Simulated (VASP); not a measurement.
Wanted: the native input for a VASP 6.6.1 run.

```
Task                   : single point
Functional             : PBE
Potentials or basis    : VASP PAW PBE potentials, release 64 (Sn_d, As)
Cutoff                 : 520 eV
k mesh                 : 3 × 3 × 3
Occupations            : gaussian, width 0.1 eV
Spin                   : no spin polarisation
Dipole correction      : no
Further INCAR settings : ALGO = Normal; EDIFF = 1e-07; NBANDS = 57
```

The structure of Sn3As lies in POSCAR:

```
Sn3As
1.0
    4.2499884603      2.4537319816      3.4319209136
   -4.2499884603      2.4537319816      3.4319209136
    0.0000000000     -4.9074639633      3.4319209136
Sn As
6 2
Direct
    0.7589868465      0.3341105343      0.7589868465
    0.7589868465      0.7589868465      0.3341105343
    0.3341105343      0.7589868465      0.7589868465
    0.2410131535      0.6658894657      0.2410131535
    0.6658894657      0.2410131535      0.2410131535
    0.2410131535      0.2410131535      0.6658894657
    0.2013347134      0.2013347134      0.2013347134
    0.7986652866      0.7986652866      0.7986652866
```

One way to write it, as run:

INCAR

```
ALGO = Normal
EDIFF = 1E-7
ENCUT = 520
GGA = PE
ISIF = 2
ISMEAR = 0
LASPH = T
LCHARG = F
LREAL = F
LWAVE = F
NBANDS = 57
NELM = 80
PREC = Accurate
SIGMA = 0.1
```

KPOINTS

```
k-points
0
Gamma
  3 3 3
```

Potentials or basis: VASP PAW PBE potentials, release 64 (Sn_d, As).

Launch:

```bash
$ cat potpaw_PBE.64/Sn_d/POTCAR potpaw_PBE.64/As/POTCAR > POTCAR
$ mpirun -np 1 vasp_std > vasp.out
```

It gave:

| Property | Result |
| --- | --- |
| Pressure | -0.1 GPa |
| Largest force | 0.010 eV/Å |
| Band gap on the k mesh | zero (band 47 reaches 7.33 eV, above the bottom of band 48 at 5.99 eV) |

Caveat: spin-orbit coupling is left out, which moves the levels of the heavy elements.

Run time: 91 s on 1 thread of Intel Xeon 6975P-C, with other jobs on the host, peak memory 0.35 GiB.
